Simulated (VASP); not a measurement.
# C (Fd-3m) in VASP: vibrations by perturbation theory with PBE

Aim: the vibrations by perturbation theory of C with PBE.

Program: VASP 6.6.1. These are calculated values, not measurements. Logs are shortened: lines on timing, memory, paths and dates and some standing lists are left out, and cuts for length are marked.

### 1 The cell of the first run

Symmetry: Fd-3m, No. 227, cubic system. The conventional cell has a = 3.531 Å, b = 3.531 Å, c = 3.531 Å, α = 90.00°, β = 90.00°, γ = 90.00°. C (site symmetry -43m) has 4 C at 1.53 Å within 2.0 Å.

### 2 Vibrations by perturbation theory, PBE

INCAR reads:

```
PREC     = Accurate       # precision mode
ENCUT    = 520            # plane-wave cutoff, eV
EDIFF    = 1E-8           # SCF threshold, eV
ISMEAR   = 0              # smearing method
SIGMA    = 0.01           # smearing width, eV
LREAL    = F              # projectors in reciprocal space
LASPH    = T              # aspherical terms in the spheres
NELM     = 60             # most SCF steps
ALGO     = Normal         # electronic algorithm
ISIF     = 2              # what is computed and relaxed
LWAVE    = F              # write WAVECAR
LCHARG   = F              # write CHGCAR
GGA      = PE             # functional
NBANDS   = 11             # bands
IBRION   = 8              # ionic algorithm
NSW      = 1              # ionic steps
LEPSILON = T              # dielectric tensor by DFPT
```

KPOINTS reads:

```
Automatic mesh
0
Gamma
  12 12 12
```

POSCAR reads:

```
C
1.0
    0.0000000000      1.7657330687      1.7657330687
    1.7657330687      0.0000000000      1.7657330687
    1.7657330687      1.7657330687      0.0000000000
C
2
Direct
    0.5000000000      0.5000000000      0.5000000000
    0.7500000000      0.7500000000      0.7500000000
```

Potentials or basis: VASP PAW PBE potentials, release 64 (C).

Started as:

```bash
$ cat potpaw_PBE.64/C/POTCAR > POTCAR
$ mpirun -np 1 vasp_std > vasp.out
```

OUTCAR:

```text
PREC = Accurate
   ENCUT = 520
   EDIFF = 1E-8
   ISMEAR = 0
   LREAL = F
   LASPH = T
   NELM = 60
   ISIF = 2
   GGA = PE
   IBRION = 8
   NSW = 1
   LEPSILON = T

 ion  position               nearest neighbor table
   1  0.500  0.500  0.500-   2 1.53   2 1.53   2 1.53   2 1.53
   2  0.750  0.750  0.750-   1 1.53   1 1.53   1 1.53   1 1.53

  LATTYP: Found a face centered cubic cell.
 ALAT       =     3.5314661374

  Lattice vectors:

 A1 = (   0.0000000000,   1.7657330687,   1.7657330687)
 A2 = (   1.7657330687,   0.0000000000,   1.7657330687)
 A3 = (   1.7657330687,   1.7657330687,   0.0000000000)

Analysis of symmetry for initial positions (statically):
=====================================================================
 Subroutine PRICEL returns:
 Original cell was already a primitive cell.

 Routine SETGRP: Setting up the symmetry group for a
 face centered cubic supercell.

 Subroutine GETGRP returns: Found 48 space group operations
 (whereof 24 operations were pure point group operations)
 out of a pool of 48 trial point group operations.

The static configuration has the point symmetry T_d .
 The point group associated with its full space group is O_h .

Analysis of symmetry for dynamics (positions and initial velocities):
=====================================================================
 Subroutine PRICEL returns:
 Original cell was already a primitive cell.

 Routine SETGRP: Setting up the symmetry group for a
 face centered cubic supercell.

 Subroutine GETGRP returns: Found 48 space group operations
 (whereof 24 operations were pure point group operations)
 out of a pool of 48 trial point group operations.

The dynamic configuration has the point symmetry T_d .
 The point group associated with its full space group is O_h .

 Subroutine INISYM returns: Found 48 space group operations
 (whereof 24 operations are pure point group operations),
 and found     1 'primitive' translations

[... 560 lines left out ...]
     0.00534  0.00000  0.00000
     0.00000 -0.00214  4.73631
     0.00000  4.73631 -0.00214

 MACROSCOPIC STATIC DIELECTRIC TENSOR (including local field effects in DFT)
 ------------------------------------------------------
           5.805310     0.000000     0.000000
          -0.000000     5.805310     0.000000
          -0.000000    -0.000000     5.805310
 ------------------------------------------------------

 PIEZOELECTRIC TENSOR (including local field effects)  for field in x, y, z        (e  Angst)
          XX          YY          ZZ          XY          YZ          ZX
  --------------------------------------------------------------------------------
  x    -0.00000    -0.00000     0.00000     0.00000     0.00000    -0.00000
  y     0.00000     0.00000    -0.00000    -0.00000     0.00000     0.00000
  z     0.00000     0.00000     0.00000    -0.00000    -0.00000     0.00000

 PIEZOELECTRIC TENSOR (including local field effects)  for field in x, y, z        (C/m^2)
          XX          YY          ZZ          XY          YZ          ZX
  --------------------------------------------------------------------------------
  x    -0.00000    -0.00000     0.00000     0.00000     0.00000    -0.00000
  y     0.00000     0.00000    -0.00000    -0.00000     0.00000     0.00000
  z     0.00000     0.00000     0.00000    -0.00000    -0.00000     0.00000

 BORN EFFECTIVE CHARGES (including local field effects) (in |e|, cummulative output)
 ---------------------------------------------------------------------------------
 ion    1
    1    -0.00000    -0.00000     0.00000
    2     0.00000    -0.00000     0.00000
    3     0.00000    -0.00000    -0.00000
 ion    2
    1     0.00000     0.00000    -0.00000
    2    -0.00000     0.00000     0.00000
    3    -0.00000     0.00000     0.00000

 INTERNAL STRAIN TENSOR FOR ION    2 for displacements in x,y,z  (eV/Angst):
          X           Y           Z          XY          YZ          ZX
  --------------------------------------------------------------------------------
  x     0.00000    -0.00000    -0.00000     0.00000    -4.73631     0.00000
  y    -0.00000    -0.00000    -0.00000     0.00000     0.00000    -4.73631
  z    -0.00000    -0.00000     0.00000    -4.73631     0.00000     0.00000

 SECOND DERIVATIVES (NOT SYMMETRIZED)
 ------------------------------------
               1X          1Y          1Z          2X          2Y          2Z
  1X   -39.493121    0.000000    0.000000   39.493121    0.000000    0.000000
  1Y     0.000000  -39.493121    0.000000    0.000000   39.493121    0.000000
  1Z     0.000000    0.000000  -39.493121    0.000000    0.000000   39.493121
  2X    39.493121    0.000000    0.000000  -39.493121    0.000000    0.000000
  2Y     0.000000   39.493121    0.000000    0.000000  -39.493121    0.000000
  2Z     0.000000    0.000000   39.493121    0.000000    0.000000  -39.493121

 Eigenvectors and eigenvalues of the dynamical matrix
 ----------------------------------------------------

   1 f  =   40.090075 THz   251.893369 2PiTHz 1337.260953 cm-1   165.799153 meV
             X         Y         Z           dx          dy          dz
      1.765733  1.765733  1.765733     0.000000   -0.707107    0.000000
      2.648600  2.648600  2.648600     0.000000    0.707107    0.000000
[... 21 lines left out ...]
   6 f  =    0.000000 THz     0.000000 2PiTHz    0.000000 cm-1     0.000000 meV
             X         Y         Z           dx          dy          dz
      1.765733  1.765733  1.765733     0.000000    0.000000    0.707107
      2.648600  2.648600  2.648600     0.000000    0.000000    0.707107

--------------------------------------------------------------------------------------------------------

 MACROSCOPIC STATIC DIELECTRIC TENSOR IONIC CONTRIBUTION
 ------------------------------------------------------
           0.000000    -0.000000    -0.000000
          -0.000000     0.000000     0.000000
          -0.000000     0.000000     0.000000
 ------------------------------------------------------

 ELASTIC MODULI CONTR FROM IONIC RELAXATION (kBar)
 Direction    XX          YY          ZZ          XY          YZ          ZX
 --------------------------------------------------------------------------------
 XX          -0.0000      0.0000      0.0000     -0.0000      0.0000     -0.0000
 YY           0.0000     -0.0000     -0.0000     -0.0000     -0.0000     -0.0000
 ZZ           0.0000     -0.0000     -0.0000      0.0000     -0.0000     -0.0000
 XY          -0.0000     -0.0000      0.0000    -82.6541      0.0000      0.0000
 YZ           0.0000     -0.0000     -0.0000      0.0000    -82.6541      0.0000
 ZX          -0.0000     -0.0000     -0.0000      0.0000      0.0000    -82.6541
 --------------------------------------------------------------------------------

 PIEZOELECTRIC TENSOR IONIC CONTR  for field in x, y, z        (C/m^2)
          XX          YY          ZZ          XY          YZ          ZX
  --------------------------------------------------------------------------------
  x     0.00000    -0.00000    -0.00000     0.00000    -0.00000    -0.00000
  y    -0.00000    -0.00000    -0.00000     0.00000     0.00000    -0.00000
  z    -0.00000    -0.00000     0.00000    -0.00000     0.00000    -0.00000
```

Run time: 5 min. Hardware: 1 thread of Intel Xeon 8259CL, shared host; peak memory 0.18 GiB.

What came out:

- Electronic dielectric tensor (diagonal): 5.81
- Born charges (mean of the diagonal): C +0.00 e
- Highest phonon frequency at Γ: 1337 cm⁻¹

Phonon frequencies in cm⁻¹ (negative: imaginary):
| q point | frequencies |
| --- | --- |
| (0.000, 0.000, 0.000) | 0 0 0 1337 1337 1337 |

Electronic dielectric tensor:
```
5.81 0.00 0.00
0.00 5.81 0.00
0.00 0.00 5.81
```

Born effective charge tensors (e):
atom 1, C
```
0.00 0.00 0.00
0.00 0.00 0.00
0.00 0.00 0.00
```
atom 2, C
```
0.00 0.00 0.00
0.00 0.00 0.00
0.00 0.00 0.00
```

Caveat: the cell wasn't relaxed at this level first, which shifts response properties.
